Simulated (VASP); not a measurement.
Here is a VASP 6.6.1 calculation.

The input INCAR:

```
PREC = Accurate
ENCUT = 520
EDIFF = 1E-6
ISMEAR = 0
SIGMA = 0.05
LREAL = F
LASPH = T
NELM = 100
ALGO = Normal
ISIF = 2
LWAVE = F
LCHARG = T
GGA = PS
LELF = T
LVHAR = T
NBANDS = 24
```

Contents of KPOINTS:

```
Automatic mesh
0
Gamma
  12 12 12
```

POSCAR

```
IrAuO2
1.0
    1.5988702721      0.9231081820      6.0740301975
   -1.5988702721      0.9231081820      6.0740301975
    0.0000000000     -1.8462163641      6.0740301974
Au Ir O
1 1 2
Direct
    0.0000000000      0.0000000000      0.0000000000
    0.5000000000      0.5000000000      0.5000000000
    0.1154063026      0.1154063026      0.1154063026
    0.8845936974      0.8845936974      0.8845936974
```

Potentials or basis: VASP PAW PBE potentials, release 64 (Au, Ir, O).

Run with:

```sh
$ cat potpaw_PBE.64/Au/POTCAR potpaw_PBE.64/Ir/POTCAR potpaw_PBE.64/O/POTCAR > POTCAR
$ mpirun -np 1 vasp_std > vasp.out
```

(1) Estimate the pressure.

(2) Predict the band gap on the k mesh.

(3) What does it give for the largest force?

Answers

(1) -6.0 GPa.

(2) 0.57 eV, indirect (least direct gap 1.10 eV).

(3) 0.125 eV/Å.

Caveat: the PAW data sets were made with another functional, which shifts forces and pressure a little; spin-orbit coupling is left out, which moves the levels of the heavy elements.
